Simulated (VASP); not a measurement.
Runs of VASP 6.6.1 on Cu. The structure is that of space group P6_3/mmc (No. 194), or close to it. The cells are those of the table. 

```tsv
task	cell	k mesh	cutoff (eV)	gap on the mesh (eV)	pressure (GPa)
single point	a = 2.633, b = 2.633, c = 4.311 Å, angles 90.0, 90.0, 120.0°, 2 atoms	16 × 16 × 9	520	none	-8.1
relaxation of cell and atoms	relaxed from a = 2.556, b = 2.556, c = 4.174 Å, angles 90.0, 90.0, 120.0°, 2 atoms	14 × 14 × 8	600	none	0.0
single point	a = 2.566, b = 2.566, c = 4.202 Å, angles 90.0, 90.0, 120.0°, 2 atoms	16 × 16 × 9	520	none	0.7
single point	a = 2.459, b = 2.459, c = 4.027 Å, angles 90.0, 90.0, 120.0°, 2 atoms	16 × 16 × 9	520	none	25.0
single point	a = 2.566, b = 2.566, c = 4.202 Å, angles 90.0, 90.0, 120.0°, 2 atoms	14 × 14 × 8	520	none	(a)
```

Alike in all rows: level PBE; potentials or basis VASP PAW PBE potentials, release 64 (Cu); no spin polarisation; smearing fermi-dirac 0.1 eV.

Q: Fill in the values left out.

A: (a) 0.8.

A gap of «none» marks levels without a gap at the run's occupations.
